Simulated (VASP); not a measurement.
# Hf4Si (P-3m1) in VASP: relaxation of cell and atoms with PBE

Aim: the relaxation of cell and atoms of Hf4Si with PBE.

Everything below comes from runs of VASP 6.6.1. Logs are shortened: lines on timing, memory, paths and dates and some standing lists are left out, and cuts for length are marked.

## Step 1: The cell of the first run

Symmetry: P-3m1, No. 164, trigonal system. The conventional cell has a = 3.202 Å, b = 3.202 Å, c = 11.864 Å, α = 90.00°, β = 90.00°, γ = 120.00°. Hf (site symmetry 3m) has 3 Si at 2.82 Å and 9 Hf at 3.09 to 3.20 Å within 3.7 Å. Within 4.1 Å of Hf (site symmetry 3m) lie 12 Hf at 3.09 to 3.23 Å. Within 3.7 Å of Si (site symmetry -3m) lie 6 Hf at 2.82 Å and 6 Si at 3.20 Å.

## Step 2: Relaxation of cell and atoms, PBE

Contents of INCAR:

```
ALGO = Fast
EDIFF = 1E-6
EDIFFG = -0.01
ENCUT = 600
GGA = PE
IBRION = 2
ISIF = 3
ISMEAR = 0
LASPH = True
LCHARG = False
LREAL = False
LWAVE = False
NELM = 80
NSW = 100
PREC = Accurate
SIGMA = 0.1
```

Contents of KPOINTS:

```
k-points
0
Gamma
  12 12 4
```

Contents of POSCAR:

```
Hf4Si
1.0
    3.2022775505      0.0000000000      0.0000000000
   -1.6011387752      2.7732537087      0.0000000000
    0.0000000000      0.0000000000     11.8641380125
Hf Si
4 1
Direct
    0.6666666667      0.3333333333      0.8203326194
    0.3333333333      0.6666666667      0.1796673806
    0.6666666667      0.3333333333      0.3885936844
    0.3333333333      0.6666666667      0.6114063156
    0.0000000000      0.0000000000      0.0000000000
```

Potentials or basis: VASP PAW PBE potentials, release 64 (Hf_pv, Si).

On the command line:

```
> cat potpaw_PBE.64/Hf_pv/POTCAR potpaw_PBE.64/Si/POTCAR > POTCAR
> mpirun -np 1 vasp_std > vasp.out
```

OUTCAR:

```text
EDIFF = 1E-6
   EDIFFG = -0.01
   ENCUT = 600
   GGA = PE
   IBRION = 2
   ISIF = 3
   ISMEAR = 0
   LASPH = True
   LREAL = False
   NELM = 80
   NSW = 100
   PREC = Accurate

 ion  position               nearest neighbor table
   1  0.667  0.333  0.820-   5 2.82   5 2.82   5 2.82   4 3.09   4 3.09   4 3.09
   2  0.333  0.667  0.180-   5 2.82   5 2.82   5 2.82   3 3.09   3 3.09   3 3.09
   3  0.667  0.333  0.389-   2 3.09   2 3.09   2 3.09   4 3.23   4 3.23   4 3.23
   4  0.333  0.667  0.611-   1 3.09   1 3.09   1 3.09   3 3.23   3 3.23   3 3.23
   5  0.000  0.000  0.000-   1 2.82   2 2.82   2 2.82   1 2.82   1 2.82   2 2.82

  LATTYP: Found a hexagonal cell.
 ALAT       =     3.2022775505
 C/A-ratio  =     3.7049062192

  Lattice vectors:

 A1 = (   3.2022775505,   0.0000000000,   0.0000000000)
 A2 = (  -1.6011387752,   2.7732537087,   0.0000000000)
 A3 = (   0.0000000000,   0.0000000000,  11.8641380125)

Analysis of symmetry for initial positions (statically):
=====================================================================
 Subroutine PRICEL returns:
 Original cell was already a primitive cell.

 Routine SETGRP: Setting up the symmetry group for a
 hexagonal supercell.

 Subroutine GETGRP returns: Found 12 space group operations
 (whereof 12 operations were pure point group operations)
 out of a pool of 24 trial point group operations.

The static configuration has the point symmetry D_3d.

Analysis of symmetry for dynamics (positions and initial velocities):
=====================================================================
 Subroutine PRICEL returns:
 Original cell was already a primitive cell.

 Routine SETGRP: Setting up the symmetry group for a
 hexagonal supercell.

 Subroutine GETGRP returns: Found 12 space group operations
 (whereof 12 operations were pure point group operations)
 out of a pool of 24 trial point group operations.

The dynamic configuration has the point symmetry D_3d.

 Subroutine INISYM returns: Found 12 space group operations
 (whereof 12 operations are pure point group operations),
 and found     1 'primitive' translations

----------------------------------------------------------------------------------------

                                     Primitive cell

  volume of cell :     105.3622

  direct lattice vectors                    reciprocal lattice vectors
     3.202277550  0.000000000  0.000000000     0.312277741  0.180293638  0.000000000
    -1.601138775  2.773253709  0.000000000     0.000000000  0.360587276  0.000000000
     0.000000000  0.000000000 11.864138012     0.000000000  0.000000000  0.084287624

  length of vectors
     3.202277550  3.202277550 11.864138012     0.360587276  0.360587276  0.084287624

  position of ions in fractional coordinates (direct lattice)
     0.666666667  0.333333333  0.820332619
     0.333333333  0.666666667  0.179667381
     0.666666667  0.333333333  0.388593684
     0.333333333  0.666666667  0.611406316
     0.000000000  0.000000000  0.000000000

  ion indices of the primitive-cell ions
   primitive index   ion index
                 1           1
                 2           2
                 3           3
                 4           4
                 5           5

----------------------------------------------------------------------------------------

 KPOINTS: k-points

Automatic generation of k-mesh.
 Grid dimensions read from file:
 generate k-points for:   12   12    4

 Generating k-lattice:

  Cartesian coordinates                     Fractional coordinates (reciprocal lattice)
     0.026023145  0.015024470  0.000000000     0.083333333  0.000000000  0.000000000
     0.000000000  0.030048940  0.000000000     0.000000000  0.083333333  0.000000000
     0.000000000  0.000000000  0.021071906     0.000000000  0.000000000  0.250000000

  Length of vectors
     0.030048940  0.030048940  0.021071906

  Shift w.r.t. Gamma in fractional coordinates (k-lattice)
     0.000000000  0.000000000  0.000000000

 Subroutine IBZKPT returns following result:
 ===========================================

 Found     69 irreducible k-points:

 Following reciprocal coordinates:
            Coordinates               Weight
  0.000000  0.000000  0.000000      1.000000
  0.083333  0.000000  0.000000      6.000000
  0.166667  0.000000  0.000000      6.000000
  0.250000  0.000000  0.000000      6.000000
  0.333333  0.000000  0.000000      6.000000
  0.416667  0.000000  0.000000      6.000000
[... 16 lines left out ...]
  0.166667  0.000000  0.250000      6.000000
  0.000000  0.166667  0.250000      6.000000
 [... further k-points ...]
   k-points           NKPTS =     69   k-points in BZ     NKDIM =     69   number of bands    NBANDS=     26
   number of dos      NEDOS =    301   number of ions     NIONS =      5
   total plane-waves  NPLWV =  75264
   dimension x,y,z NGX =    28 NGY =   28 NGZ =   96
   dimension x,y,z NGXF=    56 NGYF=   56 NGZF=  192
   ions per type =               4   1
   NGX,Y,Z   is equivalent  to a cutoff of  14.54, 14.54, 13.45 a.u.
   NGXF,Y,Z  is equivalent  to a cutoff of  29.07, 29.07, 26.90 a.u.
 SYSTEM =  unknown system
   PREC   = accura    normal or accurate (medium, high low for compatibility)
   ISTART =      0    job   : 0-new  1-cont  2-samecut
   ICHARG =      2    charge: 1-file 2-atom 10-const
   ISPIN  =      1    spin polarized calculation?
   LNONCOLLINEAR =      F non collinear calculations
   LSORBIT =      F    spin-orbit coupling
   LASPH  =      T    aspherical Exc in radial PAW
   ENCUT  =  600.0 eV  44.10 Ry    6.64 a.u.   6.40  6.40 23.70*2*pi/ulx,y,z
   NELM   =     80;   NELMIN=  2; NELMDL= -5     # of ELM steps
   EDIFF  = 0.1E-05   stopping-criterion for ELM
   LREAL  =      F    real-space projection
   EDIFFG = -.1E-01   stopping-criterion for IOM
   NSW    =    100    number of steps for IOM
   IBRION =      2    ionic relax: 0-MD 1-quasi-New 2-CG
   NFREE  =      1    steps in history (QN), initial steepest desc. (CG)
   ISIF   =      3    stress and relaxation
   ISYM   =      2    0-nonsym 1-usesym 2-fastsym
   POTIM  = 0.5000    time-step for ionic-motion
   TEBEG  =    0.0;   TEEND  =   0.0 temperature during run
   PSTRESS=    0.0 pullay stress
   NELECT =      44.0000    total number of electrons
   NUPDOWN=      -1.0000    fix difference up-down
   EMIN   =  10.00;   EMAX   =-10.00  energy-range for DOS
   EFERMI =   0.00;   METHOD = LEGACY
   ISMEAR =     0;   SIGMA  =   0.10  broadening in eV -4-tet -1-fermi 0-gaus
   EFERMI_NEDOS =   21; number of points for ismear=-14 and -15
   IALGO  =     68    algorithm
   IMIX   =      4    mixing-type and parameters
     AMIX     =   0.40;   BMIX     =  1.00
     AMIX_MAG =   1.60;   BMIX_MAG =  1.00
  volume/ion in A,a.u.               =      21.07       142.20
  Fermi-wavevector in a.u.,A,eV,Ry     =   1.223669  2.312400 20.372915  1.497367
  Thomas-Fermi vector in A             =   2.358772
   LORBIT       =      0    0 simple, 1 ext, 2 COOP (PROOUT), +10 PAW based schemes
   GGA     = PE    functional components
   LHFCALC =     F    Hartree Fock is set to
   AEXX    =    0.0000 exact exchange contribution
   IVDW    =     0    specifies the selected vdW correction
   LEPSILON=     F    determine dielectric tensor
   LRPA    =     F    only Hartree local field effects (RPA)
 conjugate gradient relaxation of ions
 non-spin polarized calculation
 RMM-DIIS sequential band-by-band and
 Gauss-broadening in eV      SIGMA  =   0.10
  energy-cutoff  :      600.00
  volume of cell :      105.36
 maximum number of plane-waves:      3550
 NGX is ok and might be reduce to    28
   NGX = 13   NGY = 13   NGZ = 47

--------------------------------------- Ionic step        1  -------------------------------------------

 number of electron      44.0000004 magnetization

 Free energy of the ion-electron system (eV)
  ---------------------------------------------------
  ext. energy  EPLUGINS =         0.00000000
  ---------------------------------------------------
  free energy    TOTEN  =       -45.57789859 eV

  energy without entropy =      -45.55640045  energy(sigma->0) =      -45.56714952

------------------------ aborting loop because EDIFF is reached ----------------------------------------

  FORCE on cell =-STRESS in cart. coord.  units (eV):
  Direction    XX          YY          ZZ          XY          YZ          ZX
  --------------------------------------------------------------------------------------
  -------------------------------------------------------------------------------------
  Total       -0.2985120     -0.2985120     -0.1860927     -0.0000000     -0.0000000     -0.0000000
  in kB       -4.5392873     -4.5392873     -2.8297967     -0.0000000     -0.0000000     -0.0000000
  external PRESSURE =      -3.9694571 kB  Pullay stress =       0.0000000 kB
[... 98 lines left out ...]
  FREE ENERGIE OF THE ION-ELECTRON SYSTEM (eV)
  ---------------------------------------------------
  free  energy   TOTEN  =       -45.5806975904 eV

  energy  without entropy=      -45.5599693895  energy(sigma->0) =      -45.57033349

[... ionic steps 4 to 13 ...]

--------------------------------------- Ionic step       14  -------------------------------------------

 number of electron      44.0000001 magnetization

------------------------ aborting loop because EDIFF is reached ----------------------------------------

  FORCE on cell =-STRESS in cart. coord.  units (eV):
  Direction    XX          YY          ZZ          XY          YZ          ZX
  --------------------------------------------------------------------------------------
  -------------------------------------------------------------------------------------
  Total        0.0594582      0.0594582     -0.0033064      0.0000000     -0.0000000     -0.0000000
  in kB        0.9087552      0.9087552     -0.0505343      0.0000000     -0.0000000     -0.0000000
  external PRESSURE =       0.5889921 kB  Pullay stress =       0.0000000 kB
[... 63 lines left out ...]
  energy  without entropy=      -45.5657848973  energy(sigma->0) =      -45.57515160

--------------------------------------- Ionic step       16  -------------------------------------------

 number of electron      44.0000001 magnetization

 Free energy of the ion-electron system (eV)
  ---------------------------------------------------
  ext. energy  EPLUGINS =         0.00000000
  ---------------------------------------------------
  free energy    TOTEN  =       -45.58459540 eV

  energy without entropy =      -45.56607603  energy(sigma->0) =      -45.57533571

 E-fermi :   5.4133     XC(G=0): -11.2244

 val. band max:        5.4104241676   @ k =   0.1667   0.0833   0.5000
 cond. band min:       5.4133927365   @ k =   0.0000   0.2500   0.2500
 fundamental gap:      0.0029685689
 Fermi energy:         5.4132988690

 k-point     1 :       0.0000    0.0000    0.0000
  band No.  band energies     occupation
      1     -25.4999      2.00000
      2     -25.3610      2.00000
      3     -25.0117      2.00000
      4     -24.8178      2.00000
      5     -24.8178      2.00000
      6     -24.8064      2.00000
[... 685 lines left out ...]
     25       6.8359      0.00000
     26       7.0321      0.00000

 [... further k-points ...]

------------------------ aborting loop because EDIFF is reached ----------------------------------------

  FORCE on cell =-STRESS in cart. coord.  units (eV):
  Direction    XX          YY          ZZ          XY          YZ          ZX
  --------------------------------------------------------------------------------------
  -------------------------------------------------------------------------------------
  Total       -0.0112971     -0.0112971      0.0274682     -0.0000000     -0.0000000     -0.0000000
  in kB       -0.1725940     -0.1725940      0.4196511     -0.0000000     -0.0000000     -0.0000000
  external PRESSURE =       0.0248210 kB  Pullay stress =       0.0000000 kB
[... 20 lines left out ...]
  FREE ENERGIE OF THE ION-ELECTRON SYSTEM (eV)
  ---------------------------------------------------
  free  energy   TOTEN  =       -45.5845954018 eV

  energy  without entropy=      -45.5660760267  energy(sigma->0) =      -45.57533571

 reached required accuracy - stopping structural energy minimisation
```

It took 19 min on 1 thread of AMD EPYC 9R45 (Zen 5), shared host; peak memory 0.37 GiB.

What came out:

| Item | Value |
| --- | --- |
| Free energy | -45.5846 eV |
| Relaxed volume | 20.97 Å³/atom |
| Relaxed cell | a = 3.190 Å, b = 3.190 Å, c = 11.897 Å, α = 90.00°, β = 90.00°, γ = 120.00° |
| Space group after relaxing (to 0.1 Å) | P-3m1 (No. 164) |
| Energy gained by relaxing | 1.3 meV/atom |
| Ionic steps | 16 |
| Pressure after relaxing | 0.0 GPa |
| Largest force after relaxing | 0.005 eV/Å |
| Band gap on the k mesh | zero (bands 22 and 23 overlap by 2.06 eV) |

Forces in eV/Å, atoms in the order of the input:
```
Hf   0.000  0.000  0.000
Hf   0.000  0.000  0.000
Hf   0.000  0.000  0.005
Hf   0.000  0.000 -0.005
Si   0.000  0.000  0.000
```

Step by step:
```
step  energy change (eV)  largest force (eV/Å)  pressure (GPa)  volume (Å³)
   1              0.0000                0.1879           -0.40       105.36
   2             -0.0028                0.1161            0.45       104.57
   3             -0.0028                0.1170            0.45       104.57
   4             -0.0051                0.0532            0.22       104.76
   5             -0.0059                0.0694            0.00       104.95
   6             -0.0063                0.0445           -0.06       104.97
   7             -0.0065                0.0181           -0.13       104.99
   8             -0.0066                0.0160            0.12       104.73
   9             -0.0066                0.0154            0.10       104.79
  10             -0.0066                0.0153            0.05       104.83
  11             -0.0066                0.0156            0.02       104.82
  12             -0.0066                0.0166            0.03       104.80
  13             -0.0066                0.0156            0.03       104.80
  14             -0.0067                0.0112            0.06       104.83
  15             -0.0066                0.0124           -0.07       104.91
  16             -0.0067                0.0053            0.00       104.87
```

Final structure:
```xyz
5
Lattice="3.1904 0.0000 0.0000 -1.5952 2.7629 0.0000 0.0000 0.0000 11.8971" Properties=species:S:1:pos:R:3 pbc="T T T"
Hf    1.5952    0.9210    9.7293
Hf    0.0000    1.8420    2.1679
Hf    1.5952    0.9210    4.6320
Hf    0.0000    1.8420    7.2651
Si    0.0000    0.0000    0.0000
```

Caveat: spin-orbit coupling is left out, which moves the levels of the heavy elements.
